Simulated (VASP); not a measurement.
# WSe2 in VASP: a series of runs

WSe2 is run at these levels: r2SCAN; tasks: single point.

Everything below comes from runs of VASP 6.6.1. Logs are shortened: lines on timing, memory, paths and dates and some standing lists are left out, and cuts for length are marked.

## 1. The cell of the first run

The cell holds a slab with vacuum, 6 atoms: a = 3.315 Å, b = 3.315 Å, c = 24.082 Å, α = 90.00°, β = 90.00°, γ = 120.00°.

## 2. Single point, r2SCAN

Input file POSCAR:

```
WSe2
1.0
    3.3147188945      0.0000000000      0.0000000000
   -1.6573594472      2.8706307690      0.0000000000
    0.0000000000      0.0000000000     24.0817853218
W Se
2 4
Direct
    0.6666666667      0.3333333333      0.1423922113
    0.3333333333      0.6666666667      0.8576077887
    0.3333333333      0.6666666667      0.2113531704
    0.6666666667      0.3333333333      0.9266195386
    0.3333333333      0.6666666667      0.0733804614
    0.6666666667      0.3333333333      0.7886468296
```

Input file INCAR.step1:

```
SYSTEM = WSe2
  PREC = Accurate
  ENCUT = 520
  ISMEAR = 0
  SIGMA = 0.05
  LREAL = .FALSE.
  LASPH = .TRUE.
  NELM = 100
  NBANDS = 35
  GGA = PE
  ALGO = Normal
  EDIFF = 1E-4
  LWAVE = .TRUE.
  LCHARG = .FALSE.
```

Input file INCAR.step2:

```
SYSTEM = WSe2
  PREC = Accurate
  ENCUT = 520
  EDIFF = 1E-6
  ISMEAR = 0
  SIGMA = 0.05
  LREAL = .FALSE.
  LASPH = .TRUE.
  NELM = 100
  ALGO = Normal
  ISIF = 2
  LWAVE = .FALSE.
  LCHARG = .TRUE.
  METAGGA = R2SCAN
  LMIXTAU = .TRUE.
  LELF = .TRUE.
  LVHAR = .TRUE.
  NBANDS = 35
  ISTART = 1
```

Input file KPOINTS:

```
Automatic mesh
0
G
  12 12 2
  0 0 0
```

Potentials or basis: VASP PAW PBE potentials, release 64 (W_sv, Se).

Launch:

```
> cat potpaw_PBE.64/W_sv/POTCAR potpaw_PBE.64/Se/POTCAR > POTCAR
> cp INCAR.step1 INCAR
> mpirun -np 1 vasp_std > vasp.out
> cp INCAR.step2 INCAR
> mpirun -np 1 vasp_std > vasp.out
```

OUTCAR:

```text
SYSTEM = WSe2
   PREC = Accurate
   ENCUT = 520
   EDIFF = 1E-6
   ISMEAR = 0
   LREAL = .FALSE.
   LASPH = .TRUE.
   NELM = 100
   ISIF = 2
   METAGGA = R2SCAN
   ISTART = 1

 ion  position               nearest neighbor table
   1  0.667  0.333  0.142-   3 2.53   3 2.53   3 2.53   5 2.53   5 2.53   5 2.53
   2  0.333  0.667  0.858-   6 2.53   6 2.53   6 2.53   4 2.53   4 2.53   4 2.53
   3  0.333  0.667  0.211-   1 2.53   1 2.53   1 2.53
   4  0.667  0.333  0.927-   2 2.53   2 2.53   2 2.53
   5  0.333  0.667  0.073-   1 2.53   1 2.53   1 2.53
   6  0.667  0.333  0.789-   2 2.53   2 2.53   2 2.53

  LATTYP: Found a hexagonal cell.
 ALAT       =     3.3147188945
 C/A-ratio  =     7.2651063599

  Lattice vectors:

 A1 = (   3.3147188945,   0.0000000000,   0.0000000000)
 A2 = (  -1.6573594472,   2.8706307690,   0.0000000000)
 A3 = (   0.0000000000,   0.0000000000,  24.0817853218)

Analysis of symmetry for initial positions (statically):
=====================================================================
 Subroutine PRICEL returns:
 Original cell was already a primitive cell.

 Routine SETGRP: Setting up the symmetry group for a
 hexagonal supercell.

 Subroutine GETGRP returns: Found 12 space group operations
 (whereof 12 operations were pure point group operations)
 out of a pool of 24 trial point group operations.

The static configuration has the point symmetry D_3d.

Analysis of symmetry for dynamics (positions and initial velocities):
=====================================================================
 Subroutine PRICEL returns:
 Original cell was already a primitive cell.

 Routine SETGRP: Setting up the symmetry group for a
 hexagonal supercell.

 Subroutine GETGRP returns: Found 12 space group operations
 (whereof 12 operations were pure point group operations)
 out of a pool of 24 trial point group operations.

The dynamic configuration has the point symmetry D_3d.

 Subroutine INISYM returns: Found 12 space group operations
 (whereof 12 operations are pure point group operations),
 and found     1 'primitive' translations

----------------------------------------------------------------------------------------

                                     Primitive cell

  volume of cell :     229.1462

  direct lattice vectors                    reciprocal lattice vectors
     3.314718894  0.000000000  0.000000000     0.301684707  0.174177747  0.000000000
[... 91 lines left out ...]
   LASPH  =      T    aspherical Exc in radial PAW
   ENCUT  =  520.0 eV  38.22 Ry    6.18 a.u.   6.16  6.16 44.78*2*pi/ulx,y,z
   NELM   =    100;   NELMIN=  2; NELMDL=  0     # of ELM steps
   EDIFF  = 0.1E-05   stopping-criterion for ELM
   LREAL  =      F    real-space projection
   EDIFFG = 0.1E-04   stopping-criterion for IOM
   NSW    =      0    number of steps for IOM
   IBRION =     -1    ionic relax: 0-MD 1-quasi-New 2-CG
   NFREE  =      0    steps in history (QN), initial steepest desc. (CG)
   ISIF   =      2    stress and relaxation
   ISYM   =      2    0-nonsym 1-usesym 2-fastsym
   POTIM  = 0.5000    time-step for ionic-motion
   TEBEG  =    0.0;   TEEND  =   0.0 temperature during run
   PSTRESS=    0.0 pullay stress
   NELECT =      52.0000    total number of electrons
   NUPDOWN=      -1.0000    fix difference up-down
   EMIN   =  10.00;   EMAX   =-10.00  energy-range for DOS
   EFERMI =   0.00;   METHOD = LEGACY
   ISMEAR =     0;   SIGMA  =   0.05  broadening in eV -4-tet -1-fermi 0-gaus
   EFERMI_NEDOS =   21; number of points for ismear=-14 and -15
   IALGO  =     38    algorithm
   IMIX   =      4    mixing-type and parameters
     AMIX     =   0.40;   BMIX     =  1.00
     AMIX_MAG =   1.60;   BMIX_MAG =  1.00
  volume/ion in A,a.u.               =      38.19       257.73
  Fermi-wavevector in a.u.,A,eV,Ry     =   0.998554  1.886994 13.566516  0.997111
  Thomas-Fermi vector in A             =   2.130786
   LORBIT       =      0    0 simple, 1 ext, 2 COOP (PROOUT), +10 PAW based schemes
   METAGGA = R2SCAN    functional components
   LHFCALC =     F    Hartree Fock is set to
   AEXX    =    0.0000 exact exchange contribution
   IVDW    =     0    specifies the selected vdW correction
   LEPSILON=     F    determine dielectric tensor
   LRPA    =     F    only Hartree local field effects (RPA)
 non-spin polarized calculation
 Gauss-broadening in eV      SIGMA  =   0.05
  energy-cutoff  :      520.00
  volume of cell :      229.15
 maximum number of plane-waves:      6204
 NGX is ok and might be reduce to    28
   NGX = 13   NGY = 13   NGZ = 89

 number of electron      52.0000000 magnetization

 Free energy of the ion-electron system (eV)
  ---------------------------------------------------
  ext. energy  EPLUGINS =         0.00000000
  ---------------------------------------------------
  free energy    TOTEN  =      -163.54775641 eV

  energy without entropy =     -163.54775641  energy(sigma->0) =     -163.54775641

 E-fermi :   1.0304     XC(G=0):  -6.4405

 val. band max:        0.6004362849   @ k =   0.0000   0.0000   0.0000
 cond. band min:       2.1933166493   @ k =   0.3333   0.3333   0.5000
 fundamental gap:      1.5928803644
 Fermi energy:         1.0303825128

 k-point     1 :       0.0000    0.0000    0.0000
  band No.  band energies     occupation
      1     -75.4524      2.00000
      2     -75.4524      2.00000
      3     -39.0305      2.00000
      4     -39.0305      2.00000
      5     -38.9281      2.00000
      6     -38.9281      2.00000
[... 901 lines left out ...]
     34       5.0379      0.00000
     35       6.8934      0.00000

 [... further k-points ...]
[... 5 lines left out ...]
  --------------------------------------------------------------------------------------
  -------------------------------------------------------------------------------------
  Total        0.2348521      0.2348521      0.2688403      0.0000000      0.0000000     -0.0000000
  in kB        1.6420728      1.6420728      1.8797161      0.0000000      0.0000000     -0.0000000
  external PRESSURE =       1.7212872 kB  Pullay stress =       0.0000000 kB

 VOLUME and BASIS-vectors are now :
 -----------------------------------------------------------------------------
  energy-cutoff  :      520.00
  volume of cell :      229.15
      direct lattice vectors                 reciprocal lattice vectors
     3.314718894  0.000000000  0.000000000     0.301684707  0.174177747  0.000000000
    -1.657359447  2.870630769  0.000000000     0.000000000  0.348355494  0.000000000
     0.000000000  0.000000000 24.081785322     0.000000000  0.000000000  0.041525160

 POSITION                                       TOTAL-FORCE (eV/Angst)
 -----------------------------------------------------------------------------------
      1.65736      0.95688      3.42906         0.000000      0.000000     -0.000039
     -0.00000      1.91375     20.65273        -0.000000     -0.000000      0.000039
     -0.00000      1.91375      5.08976        -0.000000     -0.000000      0.044036
      1.65736      0.95688     22.31465        -0.000000     -0.000000      0.044363
     -0.00000      1.91375      1.76713         0.000000      0.000000     -0.044363
      1.65736      0.95688     18.99202         0.000000      0.000000     -0.044036
 -----------------------------------------------------------------------------------
    total drift:                               -0.000000      0.000000     -0.000000

  FREE ENERGIE OF THE ION-ELECTRON SYSTEM (eV)
  ---------------------------------------------------
  free  energy   TOTEN  =      -163.5477564103 eV

  energy  without entropy=     -163.5477564103  energy(sigma->0) =     -163.54775641
```

OUTCAR.step1:

```text
SYSTEM = WSe2
   PREC = Accurate
   ENCUT = 520
   ISMEAR = 0
   LREAL = .FALSE.
   LASPH = .TRUE.
   NELM = 100
[... 1149 lines left out ...]
      1.65736      0.95688     22.31465        -0.000000      0.000000      0.340737
     -0.00000      1.91375      1.76713        -0.000000     -0.000000     -0.340737
      1.65736      0.95688     18.99202         0.000000      0.000000     -0.383825
 -----------------------------------------------------------------------------------
    total drift:                               -0.000000      0.000000     -0.000000

  FREE ENERGIE OF THE ION-ELECTRON SYSTEM (eV)
  ---------------------------------------------------
  free  energy   TOTEN  =       -43.2239743067 eV

  energy  without entropy=      -43.2239743067  energy(sigma->0) =      -43.22397431
```

It took 25 min on 1 thread of Intel Xeon 6975P-C, shared host; peak memory 0.56 GiB.

What came out:

```yaml
Free_energy: -163.5478 eV
Largest_force: 0.044 eV/Å
Band_gap_on_the_k_mesh: 1.59 eV, indirect (least direct gap 1.61 eV)
```

Forces in eV/Å, atoms in the order of the input:
```
W    0.000  0.000  0.000
W    0.000  0.000  0.000
Se   0.000  0.000  0.044
Se   0.000  0.000  0.044
Se   0.000  0.000 -0.044
Se   0.000  0.000 -0.044
```

Caveat: the PAW data sets were made with another functional, which shifts forces and pressure a little; spin-orbit coupling is left out, which moves the levels of the heavy elements.

## 3. Single point, r2SCAN (volume scaled by 0.94, then relaxed in part)

Input file POSCAR:

```
WSe2
1.0
    3.3141051767      0.0000000000      0.0000000000
   -1.6570525883      2.8700992739      0.0000000000
    0.0000000000      0.0000000000     22.6452608096
W Se
2 4
Direct
    0.6666666667      0.3333333333      0.1518217759
    0.3333333333      0.6666666667      0.8481782241
    0.3333333333      0.6666666667      0.2251755352
    0.6666666667      0.3333333333      0.9215836720
    0.3333333333      0.6666666667      0.0784163280
    0.6666666667      0.3333333333      0.7748244648
```

Input file INCAR.step1:

```
ALGO = Normal
EDIFF = 1E-4
ENCUT = 520
GGA = PE
ISMEAR = 0
LASPH = True
LCHARG = False
LREAL = False
LWAVE = True
NBANDS = 35
NELM = 100
PREC = Accurate
SIGMA = 0.02
```

Input file INCAR.step2:

```
ALGO = Normal
EDIFF = 1E-7
ENCUT = 520
ISIF = 2
ISMEAR = 0
ISTART = 1
LASPH = True
LCHARG = True
LELF = True
LMIXTAU = True
LREAL = False
LVHAR = True
LWAVE = False
METAGGA = R2SCAN
NBANDS = 35
NELM = 100
PREC = Accurate
SIGMA = 0.02
```

Input file KPOINTS:

```
k-points
0
Gamma
  12 12 2
```

Potentials or basis: VASP PAW PBE potentials, release 64 (W_sv, Se).

Launch:

```
> cat potpaw_PBE.64/W_sv/POTCAR potpaw_PBE.64/Se/POTCAR > POTCAR
> cp INCAR.step1 INCAR
> mpirun -np 1 vasp_std > vasp.out
> cp INCAR.step2 INCAR
> mpirun -np 1 vasp_std > vasp.out
```

Run time: 19 min. Hardware: 1 thread of Intel Xeon Platinum 8488C (Sapphire Rapids), shared host; peak memory 0.51 GiB.

The run converged. Its results:

* Free energy: -163.5476 eV
* Largest force: 0.044 eV/Å
* Band gap on the k mesh: 1.60 eV, indirect (least direct gap 1.62 eV)

Forces on the atoms (eV/Å):
```
W    0.000  0.000  0.000
W    0.000  0.000  0.000
Se   0.000  0.000  0.042
Se   0.000  0.000  0.044
Se   0.000  0.000 -0.044
Se   0.000  0.000 -0.042
```

Levels at points of the mesh, in eV from the valence-band top:
| k point | band 23 | band 24 | band 25 | band 26 | band 27 | band 28 | band 29 | band 30 |
| --- | --- | --- | --- | --- | --- | --- | --- | --- |
| (0.00, 0.00, 0.00) | -1.42 | -1.42 | -0.45 | 0.00 | 3.04 | 3.04 | 3.05 | 3.05 |
| (0.50, 0.00, 0.00) | -1.17 | -1.11 | -1.09 | -1.05 | 2.46 | 2.47 | 2.81 | 2.90 |
| (0.00, 0.00, 0.50) | -1.42 | -1.42 | -0.45 | 0.00 | 3.04 | 3.04 | 3.05 | 3.05 |
| (0.50, 0.00, 0.50) | -1.17 | -1.11 | -1.09 | -1.05 | 2.46 | 2.47 | 2.81 | 2.90 |

Caveat: the PAW data sets were made with another functional, which shifts forces and pressure a little; spin-orbit coupling is left out, which moves the levels of the heavy elements.
